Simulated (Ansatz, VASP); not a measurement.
# One calculation of CoSi, two programs

```xyz
4
Lattice="4.0321 0.0000 0.0000 0.0000 2.6407 0.0000 0.0000 0.0000 4.0354" Properties=species:S:1:pos:R:3 pbc="T T T"
Co    3.0240    0.0000    3.0217
Co    1.0080    0.0000    1.0137
Si    3.0240    1.3203    1.0050
Si    1.0080    1.3203    3.0304
```

Alike in both runs: functional PBE; k mesh 4 × 6 × 4; occupations gaussian, width 0.1 eV; no spin polarisation.

Ansatz relaxed the structure, and its values are those at the end. VASP's run is a single point on that final structure, the one shown.

```csv
,VASP,Ansatz
version,VASP 6.6.1,Ansatz 0.2.0
potentials or method,"VASP PAW PBE potentials, release 64 (Co, Si), cutoff 520 eV","scalar-relativistic, plane waves, PAW"
valence electrons in the cell,26,42
```

|  | VASP | Ansatz | Ansatz less VASP |
| --- | --- | --- | --- |
| gap on the k mesh at the Fermi level (eV) | none | none | - |
| pressure (GPa) | 0.0 | 0.0 | +0.07 |

A gap of «none» marks a metal or a gap that the smearing closes. VASP's potentials hold 26 valence electrons a cell and Ansatz's 42, so a difference there can come from the potentials and not from the codes.

The k mesh is coarse, so the values compare programs but aren't converged.
